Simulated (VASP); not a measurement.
# As in VASP: a series of runs

The runs below take As through single point, with LDA.

Everything below comes from runs of VASP 6.6.1. Logs are shortened: lines on timing, memory, paths and dates and some standing lists are left out, and cuts for length are marked.

### Step 1. The cell of the first run

The cell holds a slab with vacuum, 2 atoms: a = 3.514 Å, b = 3.514 Å, c = 28.000 Å, α = 90.00°, β = 90.00°, γ = 120.00°.

### Step 2. Single point, LDA

Input file INCAR:

```
SYSTEM = As
PREC = Accurate
ENCUT = 520
EDIFF = 1E-7
ISMEAR = 0
SIGMA = 0.02
LREAL = .FALSE.
LASPH = .TRUE.
NELM = 60
ALGO = Normal
ISIF = 2
LWAVE = .FALSE.
LCHARG = .FALSE.
LDIPOL = .TRUE.
IDIPOL = 3
DIPOL = 0.5 0.5 0.500
NBANDS = 12
```

Input file KPOINTS:

```
regular mesh
0
G
  9 9 1
  0 0 0
```

Input file POSCAR:

```
As
1.0
    3.5136085412      0.0000000000      0.0000000000
   -1.7568042706      3.0428742556      0.0000000000
    0.0000000000      0.0000000000     28.0000000000
As
2
Direct
    0.3333333333      0.6666666667      0.5246653682
    0.6666666667      0.3333333333      0.4753346318
```

Potentials or basis: VASP PAW LDA potentials, release 64 (As).

Launch:

```console
$ cat potpaw_LDA.64/As/POTCAR > POTCAR
$ mpirun -np 1 vasp_std > vasp.out
```

OUTCAR:

```text
SYSTEM = As
   PREC = Accurate
   ENCUT = 520
   EDIFF = 1E-7
   ISMEAR = 0
   LREAL = .FALSE.
   LASPH = .TRUE.
   NELM = 60
   ISIF = 2

 ion  position               nearest neighbor table
   1  0.333  0.667  0.525-   2 2.45   2 2.45   2 2.45
   2  0.667  0.333  0.475-   1 2.45   1 2.45   1 2.45

  LATTYP: Found a hexagonal cell.
 ALAT       =     3.5136085412
 C/A-ratio  =     7.9690152365

  Lattice vectors:

 A1 = (   3.5136085412,   0.0000000000,   0.0000000000)
 A2 = (  -1.7568042706,   3.0428742556,   0.0000000000)
 A3 = (   0.0000000000,   0.0000000000,  28.0000000000)

Analysis of symmetry for initial positions (statically):
=====================================================================
 Subroutine PRICEL returns:
 Original cell was already a primitive cell.

 Routine SETGRP: Setting up the symmetry group for a
 hexagonal supercell.

 Subroutine GETGRP returns: Found 12 space group operations
 (whereof 12 operations were pure point group operations)
 out of a pool of 24 trial point group operations.

The static configuration has the point symmetry D_3d.

Analysis of symmetry for dynamics (positions and initial velocities):
=====================================================================
 Subroutine PRICEL returns:
 Original cell was already a primitive cell.

 Routine SETGRP: Setting up the symmetry group for a
 hexagonal supercell.

 Subroutine GETGRP returns: Found 12 space group operations
 (whereof 12 operations were pure point group operations)
 out of a pool of 24 trial point group operations.

The dynamic configuration has the point symmetry D_3d.

 Subroutine INISYM returns: Found 12 space group operations
 (whereof 12 operations are pure point group operations),
 and found     1 'primitive' translations

----------------------------------------------------------------------------------------

                                     Primitive cell

  volume of cell :     299.3611

  direct lattice vectors                    reciprocal lattice vectors
     3.513608541  0.000000000  0.000000000     0.284607687  0.164318325  0.000000000
    -1.756804271  3.042874256  0.000000000     0.000000000  0.328636649  0.000000000
     0.000000000  0.000000000 28.000000000     0.000000000  0.000000000  0.035714286

  length of vectors
     3.513608541  3.513608541 28.000000000     0.328636649  0.328636649  0.035714286

  position of ions in fractional coordinates (direct lattice)
     0.333333333  0.666666667  0.524665368
     0.666666667  0.333333333  0.475334632

  ion indices of the primitive-cell ions
   primitive index   ion index
                 1           1
                 2           2

----------------------------------------------------------------------------------------

 KPOINTS: regular mesh

Automatic generation of k-mesh.
 Grid dimensions read from file:
 generate k-points for:    9    9    1

 Generating k-lattice:

  Cartesian coordinates                     Fractional coordinates (reciprocal lattice)
     0.031623076  0.018257592  0.000000000     0.111111111 -0.000000000  0.000000000
     0.000000000  0.036515183  0.000000000     0.000000000  0.111111111  0.000000000
     0.000000000  0.000000000  0.035714286     0.000000000  0.000000000  1.000000000

  Length of vectors
     0.036515183  0.036515183  0.035714286

  Shift w.r.t. Gamma in fractional coordinates (k-lattice)
     0.000000000  0.000000000  0.000000000

 Subroutine IBZKPT returns following result:
 ===========================================

 Found     12 irreducible k-points:

 Following reciprocal coordinates:
            Coordinates               Weight
  0.000000  0.000000  0.000000      1.000000
  0.111111 -0.000000  0.000000      6.000000
  0.222222 -0.000000  0.000000      6.000000
  0.333333 -0.000000  0.000000      6.000000
  0.444444 -0.000000  0.000000      6.000000
  0.111111  0.111111  0.000000      6.000000
  0.222222  0.111111  0.000000     12.000000
  0.333333  0.111111  0.000000     12.000000
  0.444444  0.111111  0.000000      6.000000
  0.222222  0.222222  0.000000      6.000000
  0.333333  0.222222  0.000000     12.000000
  0.333333  0.333333  0.000000      2.000000
   k-points           NKPTS =     12   k-points in BZ     NKDIM =     12   number of bands    NBANDS=     12
   number of dos      NEDOS =    301   number of ions     NIONS =      2
   total plane-waves  NPLWV = 164640
   dimension x,y,z NGX =    28 NGY =   28 NGZ =  210
   dimension x,y,z NGXF=    56 NGYF=   56 NGZF=  420
   ions per type =               2
   NGX,Y,Z   is equivalent  to a cutoff of  13.25, 13.25, 12.47 a.u.
   NGXF,Y,Z  is equivalent  to a cutoff of  26.50, 26.50, 24.94 a.u.
 SYSTEM =  As
   PREC   = accura    normal or accurate (medium, high low for compatibility)
   ISTART =      0    job   : 0-new  1-cont  2-samecut
   ICHARG =      2    charge: 1-file 2-atom 10-const
   ISPIN  =      1    spin polarized calculation?
   LNONCOLLINEAR =      F non collinear calculations
   LSORBIT =      F    spin-orbit coupling
   LASPH  =      T    aspherical Exc in radial PAW
   ENCUT  =  520.0 eV  38.22 Ry    6.18 a.u.   6.53  6.53 52.06*2*pi/ulx,y,z
   NELM   =     60;   NELMIN=  2; NELMDL= -5     # of ELM steps
   EDIFF  = 0.1E-06   stopping-criterion for ELM
   LREAL  =      F    real-space projection
   EDIFFG = 0.1E-05   stopping-criterion for IOM
   NSW    =      0    number of steps for IOM
   IBRION =     -1    ionic relax: 0-MD 1-quasi-New 2-CG
   NFREE  =      0    steps in history (QN), initial steepest desc. (CG)
   ISIF   =      2    stress and relaxation
   ISYM   =      2    0-nonsym 1-usesym 2-fastsym
   POTIM  = 0.5000    time-step for ionic-motion
   TEBEG  =    0.0;   TEEND  =   0.0 temperature during run
   PSTRESS=    0.0 pullay stress
   NELECT =      10.0000    total number of electrons
   NUPDOWN=      -1.0000    fix difference up-down
   EMIN   =  10.00;   EMAX   =-10.00  energy-range for DOS
   EFERMI =   0.00;   METHOD = LEGACY
   ISMEAR =     0;   SIGMA  =   0.02  broadening in eV -4-tet -1-fermi 0-gaus
   EFERMI_NEDOS =   21; number of points for ismear=-14 and -15
   IALGO  =     38    algorithm
   IMIX   =      4    mixing-type and parameters
     AMIX     =   0.40;   BMIX     =  1.00
     AMIX_MAG =   1.60;   BMIX_MAG =  1.00
  volume/ion in A,a.u.               =     149.68      1010.09
  Fermi-wavevector in a.u.,A,eV,Ry     =   0.527242  0.996342  3.782198  0.277984
  Thomas-Fermi vector in A             =   1.548313
   LORBIT       =      0    0 simple, 1 ext, 2 COOP (PROOUT), +10 PAW based schemes
   GGA     = CA    functional components
   LHFCALC =     F    Hartree Fock is set to
   AEXX    =    0.0000 exact exchange contribution
   IVDW    =     0    specifies the selected vdW correction
   LEPSILON=     F    determine dielectric tensor
   LRPA    =     F    only Hartree local field effects (RPA)
 non-spin polarized calculation
 Gauss-broadening in eV      SIGMA  =   0.02
  energy-cutoff  :      520.00
  volume of cell :      299.36
 maximum number of plane-waves:      8205
 NGX is ok and might be reduce to    28
   NGX = 13   NGY = 13   NGZ =105

 number of electron      10.0000000 magnetization

 dipolmoment           0.000000      0.000000      0.000000 electrons x Angstroem

 number of electron       9.9999999 magnetization

 dipolmoment           0.000000      0.000000     -0.000000 electrons x Angstroem

 Free energy of the ion-electron system (eV)
  ---------------------------------------------------
  ext. energy  EPLUGINS =         0.00000000
  ---------------------------------------------------
  free energy    TOTEN  =       -10.45800149 eV

  energy without entropy =      -10.45800149  energy(sigma->0) =      -10.45800149

 E-fermi :  -3.9497     XC(G=0):  -1.9485

 val. band max:       -4.0515915590   @ k =   0.0000   0.0000   0.0000
 cond. band min:      -2.6169713915   @ k =   0.3333  -0.0000   0.0000
 fundamental gap:      1.4346201675
 Fermi energy:        -3.9496937102

 k-point     1 :       0.0000    0.0000    0.0000
  band No.  band energies     occupation
      1     -18.1352      2.00000
      2     -11.4479      2.00000
      3      -4.8763      2.00000
      4      -4.0516      2.00000
      5      -4.0516      2.00000
      6      -1.9391      0.00000
      7      -0.4607      0.00000
      8      -0.4607      0.00000
      9       0.8273      0.00000
     10       1.1833      0.00000
     11       1.5884      0.00000
     12       1.8361      0.00000

 k-point     2 :       0.1111   -0.0000    0.0000
  band No.  band energies     occupation
      1     -17.9591      2.00000
      2     -11.4014      2.00000
      3      -5.5208      2.00000
      4      -4.7769      2.00000
      5      -4.4351      2.00000
      6      -1.3760      0.00000
      7      -0.3410      0.00000
      8      -0.0783      0.00000
      9       1.0938      0.00000
     10       1.3823      0.00000
     11       1.7861      0.00000
     12       2.0413      0.00000

 k-point     3 :       0.2222   -0.0000    0.0000
  band No.  band energies     occupation
      1     -17.4395      2.00000
      2     -11.4360      2.00000
      3      -7.3095      2.00000
      4      -5.1463      2.00000
      5      -4.6097      2.00000
      6      -2.2673      0.00000
      7       0.3965      0.00000
      8       0.4542      0.00000
      9       1.5121      0.00000
     10       2.0109      0.00000
     11       2.3826      0.00000
     12       2.6162      0.00000
[... 106 lines left out ...]
 k-point    11 :       0.3333    0.2222    0.0000
  band No.  band energies     occupation
      1     -15.1874      2.00000
      2     -13.4420      2.00000
      3      -8.4248      2.00000
      4      -6.9127      2.00000
      5      -5.6284      2.00000
      6      -1.8495      0.00000
      7      -0.2305      0.00000
      8       0.6298      0.00000
      9       3.3054      0.00000
     10       4.3111      0.00000
     11       4.5056      0.00000
     12       5.0963      0.00000

 k-point    12 :       0.3333    0.3333    0.0000
  band No.  band energies     occupation
      1     -14.2801      2.00000
      2     -14.2801      2.00000
      3      -8.8736      2.00000
      4      -6.2282      2.00000
      5      -6.2282      2.00000
      6      -2.3193      0.00000
      7       0.5244      0.00000
      8       0.5244      0.00000
      9       3.9253      0.00000
     10       5.0310      0.00000
     11       5.0310      0.00000
     12       5.8032      0.00000

------------------------ aborting loop because EDIFF is reached ----------------------------------------

 vacuum level on the upper side and lower side of the slab       (xc-potential included)        -0.011        -0.011

  FORCE on cell =-STRESS in cart. coord.  units (eV):
  Direction    XX          YY          ZZ          XY          YZ          ZX
  --------------------------------------------------------------------------------------
  -------------------------------------------------------------------------------------
  Total        0.1309150      0.1309150      0.1779471     -0.0000000      0.0000000      0.0000000
  in kB        0.7006558      0.7006558      0.9523707     -0.0000000      0.0000000      0.0000000
  external PRESSURE =       0.7845608 kB  Pullay stress =       0.0000000 kB

 VOLUME and BASIS-vectors are now :
 -----------------------------------------------------------------------------
  energy-cutoff  :      520.00
  volume of cell :      299.36
      direct lattice vectors                 reciprocal lattice vectors
     3.513608541  0.000000000  0.000000000     0.284607687  0.164318325  0.000000000
    -1.756804271  3.042874256  0.000000000     0.000000000  0.328636649  0.000000000
     0.000000000  0.000000000 28.000000000     0.000000000  0.000000000  0.035714286

 POSITION                                       TOTAL-FORCE (eV/Angst)
 -----------------------------------------------------------------------------------
     -0.00000      2.02858     14.69063        -0.000000      0.000000      0.129862
      1.75680      1.01429     13.30937         0.000000      0.000000     -0.129862
 -----------------------------------------------------------------------------------
    total drift:                               -0.000000      0.000000      0.000000

  FREE ENERGIE OF THE ION-ELECTRON SYSTEM (eV)
  ---------------------------------------------------
  free  energy   TOTEN  =       -10.4580014940 eV

  energy  without entropy=      -10.4580014940  energy(sigma->0) =      -10.45800149

 vacuum level on the upper side and lower side of the slab         1.435         1.435
```

It took 36 s on 1 thread of Intel Xeon 6975P-C (Granite Rapids), shared host; peak memory 0.31 GiB.

Results:

* Free energy: -10.4580 eV
* Largest force: 0.130 eV/Å
* Band gap on the k mesh: 1.43 eV, indirect (least direct gap 2.11 eV)

Forces in eV/Å, atoms in the order of the input:
```
As   0.000  0.000  0.130
As   0.000  0.000 -0.130
```

### Step 3. Single point, LDA

This run uses another cell than the first one, of 150.35 Å³/atom, 1.004 times its volume.

Input file INCAR:

```
ALGO = Normal ; DIPOL = 0.5 0.5 0.500
EDIFF = 1E-7 ; ENCUT = 520
GGA = CA ; IDIPOL = 3
ISIF = 2 ; ISMEAR = 0
LASPH = T ; LCHARG = F
LDIPOL = T ; LREAL = F
LWAVE = F ; NBANDS = 12
NELM = 100 ; PREC = Accurate
SIGMA = 0.02
```

Input file KPOINTS:

```
k-points
0
Gamma
  9 9 1
```

Input file POSCAR:

```
As
1.0
    3.5214958115      0.0000000000      0.0000000000
   -1.7607479057      3.0497048321      0.0000000000
    0.0000000000      0.0000000000     28.0000000000
As
2
Direct
    0.3333333333      0.6666666667      0.5245783052
    0.6666666667      0.3333333333      0.4754216948
```

Potentials or basis: VASP PAW LDA potentials, release 64 (As).

Launch:

```console
$ cat potpaw_LDA.64/As/POTCAR > POTCAR
$ mpirun -np 1 vasp_std > vasp.out
```

Wall time 36 s (1 thread of Intel Xeon 6975P-C (Granite Rapids), shared host); peak memory 0.3 GiB.

The run converged. Its results:

* Free energy: -10.4577 eV
* Largest force: 0.166 eV/Å
* Band gap on the k mesh: 1.47 eV, indirect (least direct gap 2.10 eV)

Forces in eV/Å, atoms in the order of the input:
```
As   0.000  0.000  0.166
As   0.000  0.000 -0.166
```

Levels at points of the mesh, in eV from the valence-band top:
```csv
k point,band 1,band 2,band 3,band 4,band 5,band 6,band 7,band 8,band 9,band 10
"(0.00, 0.00, 0.00)",-14.03,-7.33,-0.76,0.00,0.00,2.09,3.60,3.60,4.92,5.28
```

(Part 1 of 2 ends here.)
